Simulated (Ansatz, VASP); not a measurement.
## One calculation of NaH, two programs

```
CELL_PARAMETERS angstrom
1.68302 0.97169 8.69413
-1.68302 0.97169 8.69413
0.00000 -1.94338 8.69413
ATOMIC_POSITIONS crystal
Na 0.50000 0.50000 0.50000
Na 0.61289 0.61289 0.61289
Na 0.38711 0.38711 0.38711
H 0.00000 0.00000 0.00000
H 0.77685 0.77685 0.77685
H 0.22315 0.22315 0.22315
```

Alike in both runs: functional PBE; k mesh 12 × 12 × 12; occupations gaussian, width 0.02 eV; no spin polarisation.

Ansatz relaxed the structure, and its values are those at the end. VASP's run is a single point on that final structure, the one shown.

|  | VASP | Ansatz |
| --- | --- | --- |
| version | VASP 6.6.1 | Ansatz 0.2.0 |
| potentials or method | VASP PAW PBE potentials, release 64 (Na_pv, H), cutoff 520 eV | scalar-relativistic, plane waves, PAW |
| valence electrons in the cell | 24 | 30 |

```tsv
	VASP	Ansatz	Ansatz less VASP
gap on the k mesh at the Fermi level (eV)	3.46	3.46	+0.002
least direct gap on the mesh (eV)	4.21	4.21	-0.001
pressure (GPa)	0.0	0.0	+0.03
```

VASP's potentials hold 24 valence electrons a cell and Ansatz's 30, so a difference there can come from the potentials and not from the codes.
